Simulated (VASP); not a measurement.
Here is a VASP 6.6.1 calculation.

Contents of INCAR:

```
SYSTEM = La
ALGO = Normal
EDIFF = 1E-6
ENCUT = 520
GGA = CA
ISIF = 2
ISMEAR = 0
LASPH = .True.
LCHARG = .False.
LREAL = .False.
LWAVE = .False.
NBANDS = 12
NELM = 100
PREC = Accurate
SIGMA = 0.05
```

The input KPOINTS:

```
k-points
0
Gamma
  6 6 6
  0 0 0
```

File POSCAR:

```
La
1.0
    3.9650000000      0.0000000000      0.0000000000
    0.0000000000      3.9650000000      0.0000000000
    0.0000000000      0.0000000000      3.9650000000
La
1
Direct
    0.5000000000      0.5000000000      0.5000000000
```

Potentials or basis: VASP PAW LDA potentials, release 64 (La).

The run is started by

```sh
$ cat potpaw_LDA.64/La/POTCAR > POTCAR
$ mpirun -np 1 vasp_std > vasp.out
```

Problem. What does it give for the pressure?

Solution. -6.3 GPa.
